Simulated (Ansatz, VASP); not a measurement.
# Two plane-wave programs on Ni2Ru

```xyz
3
Lattice="0.0000 2.7911 2.7911 2.7911 0.0000 2.7911 2.7911 2.7911 0.0000" Properties=species:S:1:pos:R:3 pbc="T T T"
Ni    1.3956    1.3956    1.3956
Ni    4.1867    4.1867    4.1867
Ru    0.0000    0.0000    0.0000
```

Alike in both runs: functional PBE; k mesh 6 × 6 × 6; occupations gaussian, width 0.1 eV; no spin polarisation.

Ansatz relaxed the structure, and its values are those at the end. VASP's run is a single point on that final structure, the one shown.

|  | VASP | Ansatz |
| --- | --- | --- |
| version | VASP 6.6.1 | Ansatz 0.2.0 |
| potentials or method | VASP PAW PBE potentials, release 64 (Ni, Ru_pv), cutoff 520 eV | scalar-relativistic, plane waves, PAW |
| valence electrons in the cell | 34 | 52 |

Ansatz gave:

```
gap on the k mesh at the Fermi level (eV) : none
pressure (GPa)                            : 0.0
```

Task: Estimate VASP's values.

Result: gap on the k mesh at the Fermi level (eV): none; pressure (GPa): -0.2.

A gap of «none» marks a metal or a gap that the smearing closes. VASP's potentials hold 34 valence electrons a cell and Ansatz's 52, so a difference there can come from the potentials and not from the codes.
